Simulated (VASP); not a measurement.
# C: elastic constants with PBEsol

Crystal: C.

```
C
1.0
     0.00000    1.77045    1.77045
     1.77045    0.00000    1.77045
     1.77045    1.77045    0.00000
C
2
Direct
  0.50000 0.50000 0.50000
  0.75000 0.75000 0.75000
```

```
Program                   : VASP 6.6.1
Task                      : elastic constants
Functional                : PBEsol
Potentials or basis       : VASP PAW PBE potentials, release 64 (C)
Cutoff                    : 600 eV
k mesh                    : 12 × 12 × 12
Occupations               : gaussian, width 0.01 eV
Spin                      : no spin polarisation
Dipole correction         : no
Ions in elastic constants : relaxed
Further INCAR settings    : ALGO = Normal; EDIFF = 1e-08; NBANDS = 11; IBRION = 6; POTIM = 0.015; NSW = 1; ISIF = 3
```

* Elastic constants C11, C12, C44: 1090, 150, 590 GPa
* Voigt bulk modulus: 464 GPa
* Highest phonon frequency at Γ: 1324 cm⁻¹

Phonon frequencies in cm⁻¹ (negative: imaginary):
```
              q point           frequencies
(0.000, 0.000, 0.000)  0 0 0 1324 1324 1324
```

Elastic tensor in Voigt notation (GPa, in the Cartesian axes of the cell as first typed):
```
1090  150  150    0    0    0
 150 1090  150    0    0    0
 150  150 1090    0    0    0
   0    0    0  590    0    0
   0    0    0    0  590    0
   0    0    0    0    0  590
```

Clamped-ion elastic tensor (GPa):
```
1090  150  150    0    0    0
 150 1090  150    0    0    0
 150  150 1090    0    0    0
   0    0    0  598    0    0
   0    0    0    0  598    0
   0    0    0    0    0  598
```

It took 6.3 min on 1 thread of Intel Xeon 8259CL, on a shared host, peak memory 0.22 GiB.

Caveat: the cell is under stress, which shifts elastic constants; the PAW data sets were made with another functional, which shifts forces and pressure a little.
